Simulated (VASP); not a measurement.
LiF (Griceite):

```xyz
2
Lattice="0.0000 1.9949 1.8802 1.9949 0.0000 1.8802 1.9949 1.9949 0.0000" Properties=species:S:1:pos:R:3 pbc="T T T"
Li    0.0000    0.0000    0.0000
F     1.9949    1.9949    1.8802
```

This cell differs from its parent crystal: uniaxial z strain -5.8%.

Base run:

* Program: VASP 6.6.1
* Functional: PBE
* Potentials or basis: VASP PAW PBE potentials, release 64 (Li_sv, F)
* Cutoff: 520 eV
* k mesh: 10 × 10 × 10
* Occupations: fermi-dirac, width 0.02 eV
* Spin: no spin polarisation

Its results: band gap on the k mesh 9.84 eV, direct.

The run is repeated on the same cell with these changes: functional from PBE to r2SCAN; occupations from fermi-dirac, width 0.02 eV to gaussian, width 0.01 eV. What comes out?

Band gap on the k mesh 11.07 eV, direct.

A k mesh can miss the band edges.
